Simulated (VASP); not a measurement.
## Co2Br: single point with PBE

Co2Br:

```
Co Br
1.0
     3.92097    0.00000    0.00000
     0.00000    3.92097    0.00000
     0.00000    0.00000    5.98262
Co Br
4 2
Direct
  0.00000 0.00000 0.00000
  0.50000 0.50000 0.00000
  0.00000 0.50000 0.27000
  0.50000 0.00000 0.73000
  0.00000 0.50000 0.70000
  0.50000 0.00000 0.30000
```

* Program: VASP 6.6.1
* Task: single point
* Functional: PBE
* Potentials or basis: VASP PAW PBE potentials, release 64 (Co, Br)
* Cutoff: 520 eV
* k mesh: 6 × 6 × 4
* Occupations: gaussian, width 0.1 eV
* Spin: collinear spin, ferromagnetic start
* Starting moments: [3.0, 3.0, 3.0, 3.0, 0.0, 0.0] μB
* Dipole correction: no
* Further INCAR settings: ALGO = Normal; EDIFF = 1e-06; NBANDS = 38

```json
{
  "Pressure": "-1.2 GPa",
  "Largest force": "0.990 eV/Å",
  "Net moment": "6.69 μB per cell",
  "Site moments": "Co +1.61, +1.74 (each value once); Br +0.07 μB",
  "Valence electrons inside the program's atomic spheres": "Co 8.06, 8.00 (each value once); Br 4.82"
}
```

Forces in eV/Å, atoms in the order of the input:
```
Co   0.000  0.000  0.000
Co   0.000  0.000  0.000
Co   0.000  0.000 -0.945
Co   0.000  0.000  0.945
Br   0.000  0.000 -0.990
Br   0.000  0.000  0.990
```

Stress tensor (GPa, compression positive):
```
-1.96  0.00  0.00
 0.00 -1.96  0.00
 0.00  0.00  0.27
```

Levels at points of the mesh, in eV from the Fermi level:
Spin up:
```csv
k point,band 25,band 26,band 27,band 28,band 29,band 30,band 31,band 32
"(0.00, 0.00, 0.00)",-1.46,-1.33,-1.22,-1.11,-1.11,1.27,4.23,4.80
"(0.50, 0.00, 0.00)",-1.24,-1.24,-0.99,-0.99,1.48,1.48,2.27,2.27
"(0.50, 0.50, 0.00)",-1.38,-1.38,-1.21,-1.21,-0.18,-0.18,3.09,3.09
"(0.00, 0.00, 0.50)",-1.30,-1.22,-0.82,-0.82,-0.05,0.36,2.50,4.38
"(0.50, 0.00, 0.50)",-0.90,-0.90,-0.72,-0.72,-0.27,-0.27,3.41,3.41
"(0.50, 0.50, 0.50)",-1.37,-1.37,-1.26,-1.26,1.68,1.68,3.18,3.18
```
Spin down:
| k point | band 20 | band 21 | band 22 | band 23 | band 24 | band 25 |
| --- | --- | --- | --- | --- | --- | --- |
| (0.00, 0.00, 0.00) | -0.49 | -0.32 | -0.21 | -0.21 | 0.10 | 0.27 |
| (0.50, 0.00, 0.00) | -0.52 | 0.03 | 0.03 | 0.20 | 0.20 | 0.44 |
| (0.50, 0.50, 0.00) | -0.75 | -0.41 | -0.41 | 0.17 | 0.17 | 0.42 |
| (0.00, 0.00, 0.50) | -0.71 | -0.21 | 0.08 | 0.24 | 0.24 | 0.45 |
| (0.50, 0.00, 0.50) | -0.69 | 0.04 | 0.04 | 0.18 | 0.18 | 0.32 |
| (0.50, 0.50, 0.50) | -0.39 | -0.35 | -0.35 | -0.33 | -0.33 | 0.38 |

It took 110 s on 1 thread of Intel(R) Xeon(R) 6975P-C (Granite Rapids), on a shared host, peak memory 0.32 GiB.
